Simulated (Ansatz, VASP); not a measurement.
**CoO in VASP and in Ansatz**

```xyz
2
Lattice="0.0000 2.0509 2.0509 2.0509 0.0000 2.0509 2.0509 2.0509 0.0000" Properties=species:S:1:pos:R:3 pbc="T T T"
Co    0.0000    0.0000    0.0000
O     2.0509    2.0509    2.0509
```

Alike in both runs: task single point; functional PBE; k mesh 14 × 14 × 14; occupations gaussian, width 0.05 eV; no spin polarisation.

```csv
,VASP,Ansatz
version,VASP 6.6.1,Ansatz 0.2.0
potentials or method,"VASP PAW PBE potentials, release 64 (Co, O), cutoff 520 eV","scalar-relativistic, plane waves, PAW"
valence electrons in the cell,15,23
```

```tsv
	VASP	Ansatz	Ansatz less VASP
gap on the k mesh at the Fermi level (eV)	none	none	-
pressure (GPa)	0.1	0.0	-0.08
```

A gap of «none» marks a metal or a gap that the smearing closes. The functional is the same, so the differences come from potentials, cutoffs and numerics. VASP's potentials hold 15 valence electrons a cell and Ansatz's 23, so a difference there can come from the potentials and not from the codes.
